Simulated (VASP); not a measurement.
# Os (P6_3/mmc) in VASP: single point with r2SCAN

Aim: the single point of Os with r2SCAN.

Program: VASP 6.6.1. These are calculated values, not measurements. Logs are shortened: lines on timing, memory, paths and dates and some standing lists are left out, and cuts for length are marked.

## (1) The cell of the first run

It takes space group P6_3/mmc (No. 194, hexagonal). Conventional cell: a = 2.738 Å, b = 2.738 Å, c = 4.316 Å, α = 90.00°, β = 90.00°, γ = 120.00°. Within 3.5 Å of Os (site symmetry -6m2) lie 12 Os at 2.68 to 2.74 Å.

## (2) Single point, r2SCAN

The input, POSCAR:

```
Os
1.0
    2.7382859830      0.0000000000      0.0000000000
   -1.3691429915      2.3714252241      0.0000000000
    0.0000000000      0.0000000000      4.3160177423
Os
2
Direct
    0.3333333333      0.6666666667      0.2500000000
    0.6666666667      0.3333333333      0.7500000000
```

The input, INCAR.step1:

```
PREC = Accurate
ENCUT = 520
ISMEAR = -1
SIGMA = 0.05
LREAL = F
LASPH = T
NELM = 80
NBANDS = 15
GGA = PE
ALGO = Normal
EDIFF = 1E-4
LWAVE = T
LCHARG = F
```

The input, INCAR.step2:

```
PREC = Accurate
ENCUT = 520
EDIFF = 1E-6
ISMEAR = -1
SIGMA = 0.05
LREAL = F
LASPH = T
NELM = 80
ALGO = Normal
ISIF = 2
LWAVE = F
LCHARG = F
METAGGA = R2SCAN
LMIXTAU = T
NBANDS = 15
ISTART = 1
```

The input, KPOINTS:

```
Automatic mesh
0
Gamma
  20 20 12
```

Potentials or basis: VASP PAW PBE potentials, release 64 (Os).

Run with:

```
> cat potpaw_PBE.64/Os/POTCAR > POTCAR
> cp INCAR.step1 INCAR
> mpirun -np 1 vasp_std > vasp.out
> cp INCAR.step2 INCAR
> mpirun -np 1 vasp_std > vasp.out
```

OUTCAR:

```text
PREC = Accurate
   ENCUT = 520
   EDIFF = 1E-6
   ISMEAR = -1
   LREAL = F
   LASPH = T
   NELM = 80
   ISIF = 2
   METAGGA = R2SCAN
   ISTART = 1

 ion  position               nearest neighbor table
   1  0.333  0.667  0.250-   2 2.68   2 2.68   2 2.68   2 2.68   2 2.68   2 2.68
   2  0.667  0.333  0.750-   1 2.68   1 2.68   1 2.68   1 2.68   1 2.68   1 2.68

  LATTYP: Found a hexagonal cell.
 ALAT       =     2.7382859830
 C/A-ratio  =     1.5761749390

  Lattice vectors:

 A1 = (   2.7382859830,   0.0000000000,   0.0000000000)
 A2 = (  -1.3691429915,   2.3714252241,   0.0000000000)
 A3 = (   0.0000000000,   0.0000000000,   4.3160177423)

Analysis of symmetry for initial positions (statically):
=====================================================================
 Subroutine PRICEL returns:
 Original cell was already a primitive cell.

 Routine SETGRP: Setting up the symmetry group for a
 hexagonal supercell.

 Subroutine GETGRP returns: Found 24 space group operations
 (whereof 12 operations were pure point group operations)
 out of a pool of 24 trial point group operations.

The static configuration has the point symmetry D_3d.
 The point group associated with its full space group is D_6h.

Analysis of symmetry for dynamics (positions and initial velocities):
=====================================================================
 Subroutine PRICEL returns:
 Original cell was already a primitive cell.

 Routine SETGRP: Setting up the symmetry group for a
 hexagonal supercell.

 Subroutine GETGRP returns: Found 24 space group operations
 (whereof 12 operations were pure point group operations)
 out of a pool of 24 trial point group operations.

The dynamic configuration has the point symmetry D_3d.
 The point group associated with its full space group is D_6h.

 Subroutine INISYM returns: Found 24 space group operations
 (whereof 12 operations are pure point group operations),
 and found     1 'primitive' translations

----------------------------------------------------------------------------------------

                                     Primitive cell

  volume of cell :      28.0267

  direct lattice vectors                    reciprocal lattice vectors
     2.738285983  0.000000000  0.000000000     0.365191951  0.210843671  0.000000000
    -1.369142991  2.371425224  0.000000000     0.000000000  0.421687342  0.000000000
     0.000000000  0.000000000  4.316017742     0.000000000  0.000000000  0.231695062

  length of vectors
     2.738285983  2.738285983  4.316017742     0.421687342  0.421687342  0.231695062

  position of ions in fractional coordinates (direct lattice)
     0.333333333  0.666666667  0.250000000
     0.666666667  0.333333333  0.750000000

  ion indices of the primitive-cell ions
   primitive index   ion index
                 1           1
                 2           2

----------------------------------------------------------------------------------------

 KPOINTS: Automatic mesh

Automatic generation of k-mesh.
 Grid dimensions read from file:
 generate k-points for:   20   20   12

 Generating k-lattice:

  Cartesian coordinates                     Fractional coordinates (reciprocal lattice)
     0.018259598  0.010542184  0.000000000     0.050000000  0.000000000  0.000000000
     0.000000000  0.021084367  0.000000000     0.000000000  0.050000000  0.000000000
     0.000000000  0.000000000  0.019307922     0.000000000  0.000000000  0.083333333

  Length of vectors
     0.021084367  0.021084367  0.019307922

  Shift w.r.t. Gamma in fractional coordinates (k-lattice)
     0.000000000  0.000000000  0.000000000

 Subroutine IBZKPT returns following result:
 ===========================================

 Found    308 irreducible k-points:

 Following reciprocal coordinates:
            Coordinates               Weight
  0.000000  0.000000  0.000000      1.000000
  0.050000  0.000000  0.000000      6.000000
  0.100000  0.000000  0.000000      6.000000
  0.150000  0.000000  0.000000      6.000000
  0.200000  0.000000  0.000000      6.000000
  0.250000  0.000000  0.000000      6.000000
[... 16 lines left out ...]
  0.200000  0.100000  0.000000     12.000000
  0.250000  0.100000  0.000000     12.000000
 [... further k-points ...]
   k-points           NKPTS =    308   k-points in BZ     NKDIM =    308   number of bands    NBANDS=     15
   number of dos      NEDOS =    301   number of ions     NIONS =      2
   total plane-waves  NPLWV =  12800
   dimension x,y,z NGX =    20 NGY =   20 NGZ =   32
   dimension x,y,z NGXF=    40 NGYF=   40 NGZF=   64
   ions per type =               2
   NGX,Y,Z   is equivalent  to a cutoff of  12.14, 12.14, 12.33 a.u.
   NGXF,Y,Z  is equivalent  to a cutoff of  24.28, 24.28, 24.65 a.u.
 SYSTEM =  unknown system
   PREC   = accura    normal or accurate (medium, high low for compatibility)
   ISTART =      1    job   : 0-new  1-cont  2-samecut
   ICHARG =      0    charge: 1-file 2-atom 10-const
   ISPIN  =      1    spin polarized calculation?
   LNONCOLLINEAR =      F non collinear calculations
   LSORBIT =      F    spin-orbit coupling
   LASPH  =      T    aspherical Exc in radial PAW
   ENCUT  =  520.0 eV  38.22 Ry    6.18 a.u.   5.09  5.09  8.02*2*pi/ulx,y,z
   NELM   =     80;   NELMIN=  2; NELMDL=  0     # of ELM steps
   EDIFF  = 0.1E-05   stopping-criterion for ELM
   LREAL  =      F    real-space projection
   EDIFFG = 0.1E-04   stopping-criterion for IOM
   NSW    =      0    number of steps for IOM
   IBRION =     -1    ionic relax: 0-MD 1-quasi-New 2-CG
   NFREE  =      0    steps in history (QN), initial steepest desc. (CG)
   ISIF   =      2    stress and relaxation
   ISYM   =      2    0-nonsym 1-usesym 2-fastsym
   POTIM  = 0.5000    time-step for ionic-motion
   TEBEG  =    0.0;   TEEND  =   0.0 temperature during run
   PSTRESS=    0.0 pullay stress
   NELECT =      16.0000    total number of electrons
   NUPDOWN=      -1.0000    fix difference up-down
   EMIN   =  10.00;   EMAX   =-10.00  energy-range for DOS
   EFERMI =   0.00;   METHOD = LEGACY
   ISMEAR =    -1;   SIGMA  =   0.05  broadening in eV -4-tet -1-fermi 0-gaus
   EFERMI_NEDOS =   21; number of points for ismear=-14 and -15
   IALGO  =     38    algorithm
   IMIX   =      4    mixing-type and parameters
     AMIX     =   0.40;   BMIX     =  1.00
     AMIX_MAG =   1.60;   BMIX_MAG =  1.00
  volume/ion in A,a.u.               =      14.01        94.57
  Fermi-wavevector in a.u.,A,eV,Ry     =   1.358077  2.566393 25.094214  1.844373
  Thomas-Fermi vector in A             =   2.484941
   LORBIT       =      0    0 simple, 1 ext, 2 COOP (PROOUT), +10 PAW based schemes
   METAGGA = R2SCAN    functional components
   LHFCALC =     F    Hartree Fock is set to
   AEXX    =    0.0000 exact exchange contribution
   IVDW    =     0    specifies the selected vdW correction
   LEPSILON=     F    determine dielectric tensor
   LRPA    =     F    only Hartree local field effects (RPA)
 non-spin polarized calculation
  energy-cutoff  :      520.00
  volume of cell :       28.03
 maximum number of plane-waves:       774
   NGX = 11   NGY = 11   NGZ = 17

 number of electron      15.9999999 magnetization

 Free energy of the ion-electron system (eV)
  ---------------------------------------------------
  ext. energy  EPLUGINS =         0.00000000
  ---------------------------------------------------
  free energy    TOTEN  =      -106.01549005 eV

  energy without entropy =     -106.00792801  energy(sigma->0) =     -106.01170903

 E-fermi :   9.2736     XC(G=0): -15.3798

 val. band max:        9.2727124040   @ k =   0.0000   0.0000   0.0000
 cond. band min:       9.2744482860   @ k =   0.5000   0.0000   0.2500
 fundamental gap:      0.0017358821
 Fermi energy:         9.2735709827

 k-point     1 :       0.0000    0.0000    0.0000
  band No.  band energies     occupation
      1      -2.1822      2.00000
      2       1.1172      2.00000
      3       6.0639      2.00000
      4       6.0639      2.00000
      5       6.3639      2.00000
      6       6.9355      2.00000
      7       6.9355      2.00000
      8       7.5743      2.00000
      9       7.5743      2.00000
     10       9.2727      1.00859
     11      10.9776      0.00000
     12      10.9776      0.00000
     13      18.8114      0.00000
     14      24.0044      0.00000
     15      26.8484      0.00000

 k-point     2 :       0.0500    0.0000    0.0000
  band No.  band energies     occupation
      1      -2.0761      2.00000
      2       1.2115      2.00000
      3       5.8089      2.00000
      4       6.1567      2.00000
      5       6.5895      2.00000
      6       6.8708      2.00000
      7       7.0220      2.00000
      8       7.4524      2.00000
      9       7.4985      2.00000
     10       8.7233      1.99997
     11      11.0304      0.00000
     12      11.6774      0.00000
     13      18.8040      0.00000
     14      24.2234      0.00000
     15      26.9867      0.00000

 k-point     3 :       0.1000    0.0000    0.0000
  band No.  band energies     occupation
      1      -1.7646      2.00000
      2       1.4794      2.00000
      3       5.4140      2.00000
      4       6.4320      2.00000
      5       6.6676      2.00000
      6       6.9529      2.00000
      7       6.9692      2.00000
      8       7.2778      2.00000
      9       7.2930      2.00000
     10       8.0564      2.00000
     11      11.1687      0.00000
     12      12.9182      0.00000
     13      18.7686      0.00000
     14      24.8309      0.00000
     15      27.3622      0.00000
[... 343 lines left out ...]
 k-point    23 :       0.2000    0.1000    0.0000
  band No.  band energies     occupation
      1       0.3529      2.00000
      2       2.7510      2.00000
      3       4.2864      2.00000
      4       4.3364      2.00000
      5       5.9976      2.00000
      6       6.1060      2.00000
      7       7.3388      2.00000
      8       8.1894      2.00000
      9       8.6485      1.99999
     10       9.5263      0.01268
     11      11.6129      0.00000
     12      17.5815      0.00000
     13      18.3359      0.00000
     14      23.8177      0.00000
     15      25.2533      0.00000

 k-point    24 :       0.2500    0.1000    0.0000
  band No.  band energies     occupation
      1       1.0506      2.00000
      2       2.6871      2.00000
      3       3.7053      2.00000
      4       4.4584      2.00000
      5       5.7801      2.00000
      6       6.2524      2.00000
      7       7.0847      2.00000
      8       8.7830      1.99989
      9       9.4829      0.02994
     10      10.4095      0.00000
     11      11.7095      0.00000
     12      18.2441      0.00000
     13      18.9015      0.00000
     14      21.8392      0.00000
     15      23.9168      0.00000

 [... further k-points ...]

------------------------ aborting loop because EDIFF is reached ----------------------------------------

  FORCE on cell =-STRESS in cart. coord.  units (eV):
  Direction    XX          YY          ZZ          XY          YZ          ZX
  --------------------------------------------------------------------------------------
  -------------------------------------------------------------------------------------
  Total        0.1660675      0.1660675      0.1769567      0.0000000      0.0000000      0.0000000
  in kB        9.4934429      9.4934429     10.1159380      0.0000000      0.0000000      0.0000000
  external PRESSURE =       9.7009413 kB  Pullay stress =       0.0000000 kB

 VOLUME and BASIS-vectors are now :
 -----------------------------------------------------------------------------
  energy-cutoff  :      520.00
  volume of cell :       28.03
      direct lattice vectors                 reciprocal lattice vectors
     2.738285983  0.000000000  0.000000000     0.365191951  0.210843671  0.000000000
    -1.369142991  2.371425224  0.000000000     0.000000000  0.421687342  0.000000000
     0.000000000  0.000000000  4.316017742     0.000000000  0.000000000  0.231695062

 POSITION                                       TOTAL-FORCE (eV/Angst)
 -----------------------------------------------------------------------------------
     -0.00000      1.58095      1.07900        -0.000000      0.000000      0.000000
      1.36914      0.79048      3.23701         0.000000     -0.000000      0.000000
 -----------------------------------------------------------------------------------
    total drift:                               -0.000000      0.000000     -0.000000

  FREE ENERGIE OF THE ION-ELECTRON SYSTEM (eV)
  ---------------------------------------------------
  free  energy   TOTEN  =      -106.0154900487 eV

  energy  without entropy=     -106.0079280133  energy(sigma->0) =     -106.01170903
```

Wall time 2.6 min (1 thread of AMD EPYC 9R45 (Zen 5), shared host); peak memory 0.2 GiB.

What came out:

* Free energy: -106.0155 eV
* Pressure: 1.0 GPa
* Band gap on the k mesh: zero (bands 8 and 9 overlap by 4.12 eV)

Levels at points of the mesh, in eV from the Fermi level:
```csv
k point,band 4,band 5,band 6,band 7,band 8,band 9,band 10,band 11,band 12,band 13
"(0.00, 0.00, 0.00)",-3.21,-2.91,-2.34,-2.34,-1.70,-1.70,0.00,1.70,1.70,9.54
"(0.50, 0.00, 0.00)",-3.76,-3.09,-2.73,-1.98,2.04,2.63,2.77,4.53,5.91,9.81
"(0.00, 0.00, 0.50)",-3.74,-3.43,-3.43,-3.43,-3.43,0.88,0.88,0.88,0.88,14.40
"(0.50, 0.00, 0.50)",-5.59,-1.31,-1.31,-0.22,-0.22,2.39,2.39,3.38,3.38,9.57
```

Caveat: the PAW data sets were made with another functional, which shifts forces and pressure a little; spin-orbit coupling is left out, which moves the levels of the heavy elements.
